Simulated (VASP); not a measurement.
**Sr2P: single point with PBE**

Crystal: Sr2P.

```
CELL_PARAMETERS angstrom
7.24135 0.00000 0.00000
0.00000 7.24448 0.00000
0.00000 0.00000 4.47303
ATOMIC_POSITIONS crystal
Sr 0.29890 0.29920 0.00000
Sr 0.70110 0.70080 0.00000
Sr 0.79890 0.20080 0.50000
Sr 0.20110 0.79920 0.50000
P 0.00000 0.00000 0.00000
P 0.50000 0.50000 0.50000
```

```yaml
Program: VASP 6.6.1
Task: single point
Functional: PBE
Potentials_or_basis: VASP PAW PBE potentials, release 64 (Sr_sv, P)
Cutoff: 520 eV
k_mesh: 6 × 6 × 8
Occupations: gaussian, width 0.1 eV
Spin: no spin polarisation
```

| Item | Value |
| --- | --- |
| Pressure | 0.1 GPa |
| Largest force | 0.004 eV/Å |
| Band gap on the k mesh | zero (bands 25 and 26 overlap by 0.76 eV) |

Forces in eV/Å, atoms in the order of the input:
```
Sr  -0.003 -0.003  0.000
Sr   0.003  0.003  0.000
Sr  -0.003  0.003  0.000
Sr   0.003 -0.003  0.000
P    0.000  0.000  0.000
P    0.000  0.000  0.000
```

Levels at points of the mesh, in eV from the Fermi level:
| k point | band 21 | band 22 | band 23 | band 24 | band 25 | band 26 | band 27 | band 28 | band 29 | band 30 |
| --- | --- | --- | --- | --- | --- | --- | --- | --- | --- | --- |
| (0.00, 0.00, 0.00) | -1.86 | -1.78 | -1.78 | -1.73 | -1.10 | -0.07 | 0.40 | 2.29 | 2.31 | 2.38 |
| (0.50, 0.00, 0.00) | -2.35 | -2.35 | -1.53 | -1.53 | -0.31 | -0.31 | 1.00 | 1.00 | 1.90 | 1.90 |
| (0.00, 0.50, 0.00) | -2.35 | -2.35 | -1.53 | -1.53 | -0.31 | -0.31 | 1.00 | 1.00 | 1.90 | 1.90 |
| (0.50, 0.50, 0.00) | -1.92 | -1.92 | -1.51 | -1.51 | 0.22 | 0.22 | 0.49 | 0.49 | 2.15 | 2.15 |
| (0.00, 0.00, 0.50) | -2.01 | -2.01 | -1.82 | -1.82 | 0.26 | 0.26 | 0.41 | 0.41 | 0.69 | 0.69 |
| (0.50, 0.00, 0.50) | -1.86 | -1.86 | -1.65 | -1.65 | 0.07 | 0.07 | 0.64 | 0.64 | 0.82 | 0.82 |
| (0.00, 0.50, 0.50) | -1.86 | -1.86 | -1.65 | -1.65 | 0.07 | 0.07 | 0.64 | 0.64 | 0.82 | 0.82 |
| (0.50, 0.50, 0.50) | -2.25 | -2.25 | -1.88 | -1.88 | 0.45 | 0.45 | 0.51 | 0.51 | 1.34 | 1.34 |

Run time: 5.2 min on 1 thread of Intel(R) Xeon(R) 6975P-C (Granite Rapids), with other jobs on the host, peak memory 0.66 GiB.
